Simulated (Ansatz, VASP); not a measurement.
## WSe2 in VASP and in Ansatz

INCAR

```
SYSTEM = WSe2
ALGO = Normal ; EDIFF = 1E-8
ENCUT = 520 ; GGA = PS
ISIF = 2 ; ISMEAR = -1
LASPH = .TRUE. ; LCHARG = .FALSE.
LEFG = .TRUE. ; LREAL = .FALSE.
LWAVE = .FALSE. ; NBANDS = 35
NELM = 60 ; PREC = Accurate
SIGMA = 0.08
```

KPOINTS

```
k-points
0
G
  11 11 3
  0 0 0
```

POSCAR

```
WSe2
1.0
    3.3886984040      0.0000000000      0.0000000000
   -1.6943492020      2.9346989036      0.0000000000
    0.0000000000      0.0000000000     12.9700000000
W Se
2 4
Direct
    0.3333333333      0.6666666667      0.2500000000
    0.6666666667      0.3333333333      0.7500000000
    0.3333333333      0.6666666667      0.6210000000
    0.6666666667      0.3333333333      0.1210000000
    0.3333333333      0.6666666667      0.8790000000
    0.6666666667      0.3333333333      0.3790000000
```

Input for Ansatz:

```yaml
crystal:
  lattice:
    - [3.388698404, 0.0, 0.0]
    - [-1.694349202, 2.9346989036, 0.0]
    - [0.0, 0.0, 12.97]
  atoms:
    - { symbol: W, position: [0.3333333333, 0.6666666667, 0.25] }
    - { symbol: W, position: [0.6666666667, 0.3333333333, 0.75] }
    - { symbol: Se, position: [0.3333333333, 0.6666666667, 0.621] }
    - { symbol: Se, position: [0.6666666667, 0.3333333333, 0.121] }
    - { symbol: Se, position: [0.3333333333, 0.6666666667, 0.879] }
    - { symbol: Se, position: [0.6666666667, 0.3333333333, 0.379] }
kpoints:
  mp_grid: { grid: [11, 11, 3] }
scf:
  occupations: { method: fermi_dirac, width: 0.08 }
hamiltonian:
  xc: pbesol
  pseudopotentials: { kind: all_electron, datasets: crystal }
output:
  forces: true
  stress: true
  eigenvalues: true
  efg: { contact_densities: true }
```

Change from the starting cell: equal xx and yy strain of +3 %, crystal datasets.

Alike in both runs: task electric field gradients; functional PBEsol; k mesh 11 × 11 × 3; occupations fermi-dirac, width 0.08 eV; no spin polarisation.

```csv
,VASP,Ansatz
version,VASP 6.6.1,Ansatz 0.2.0
potentials or method,"VASP PAW PBE potentials, release 64 (W_sv, Se), cutoff 520 eV","all-electron PAW with datasets made for the crystal, scalar-relativistic"
```

```tsv
	VASP	Ansatz	Ansatz less VASP
pressure (GPa)	-7.7	-7.9	-0.26
traceless stress, the component that is largest in VASP (GPa)	2.59	2.51	-0.075
rms of the force components (eV/Å)	0.307	0.327	+0.0197
size of Vzz on the site where it differs most (V/Å²)	157.5	177.4	+19.93
```

VASP's potentials were made for PBE, not for PBEsol. Atom by atom the forces differ by 0.020 eV/Å (rms over components). Ansatz ran all-electron here, and VASP with PAW potentials.

Spin-orbit coupling is off throughout.
